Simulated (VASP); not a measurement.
Input of a VASP 6.6.1 run:

Contents of INCAR:

```
SYSTEM = CO2
PREC     = Accurate       ! precision mode
ENCUT    = 520            ! plane-wave cutoff, eV
EDIFF    = 1E-7           ! SCF threshold, eV
ISMEAR   = 0              ! smearing method
SIGMA    = 0.02           ! smearing width, eV
LREAL    = .False.        ! projectors in reciprocal space
LASPH    = .True.         ! aspherical terms in the spheres
NELM     = 100            ! most SCF steps
ALGO     = Normal         ! electronic algorithm
ISIF     = 2              ! what is computed and relaxed
LWAVE    = .False.        ! write WAVECAR
LCHARG   = .False.        ! write CHGCAR
GGA      = PE             ! functional
IVDW     = 12             ! dispersion correction
NBANDS   = 44             ! bands
```

Contents of KPOINTS:

```
Automatic mesh
0
Gamma
  4 4 4
  0 0 0
```

File POSCAR:

```
CO2
1.0
    5.2840579791      0.0000000000      0.0000000000
    0.0000000000      5.2840579791      0.0000000000
    0.0000000000      0.0000000000      5.2840579791
C O
4 8
Direct
    0.0000000000      0.0000000000      0.0000000000
    0.5000000000      0.0000000000      0.5000000000
    0.5000000000      0.5000000000      0.0000000000
    0.0000000000      0.5000000000      0.5000000000
    0.1274182089      0.1274182089      0.1274182089
    0.3725817911      0.8725817911      0.6274182089
    0.6274182089      0.3725817911      0.8725817911
    0.8725817911      0.6274182089      0.3725817911
    0.8725817911      0.8725817911      0.8725817911
    0.6274182089      0.1274182089      0.3725817911
    0.3725817911      0.6274182089      0.1274182089
    0.1274182089      0.3725817911      0.6274182089
```

Potentials or basis: VASP PAW PBE potentials, release 64 (C, O).

The run is started by

```console
$ cat potpaw_PBE.64/C/POTCAR potpaw_PBE.64/O/POTCAR > POTCAR
$ mpirun -np 1 vasp_std > vasp.out
```

Q: Estimate the pressure.

A: 5.3 GPa.

Q: Predict the band gap on the k mesh.

A: 7.00 eV.

Forces in eV/Å, atoms in the order of the input:
```
C    0.000  0.000  0.000
C    0.000  0.000  0.000
C    0.000  0.000  0.000
C    0.000  0.000  0.000
O    0.371  0.371  0.371
O   -0.371 -0.371  0.371
O    0.371 -0.371 -0.371
O   -0.371  0.371 -0.371
O   -0.371 -0.371 -0.371
O    0.371  0.371 -0.371
O   -0.371  0.371  0.371
O    0.371 -0.371  0.371
```

Caveat: the cell stands under pressure. A k mesh can miss the band edges.
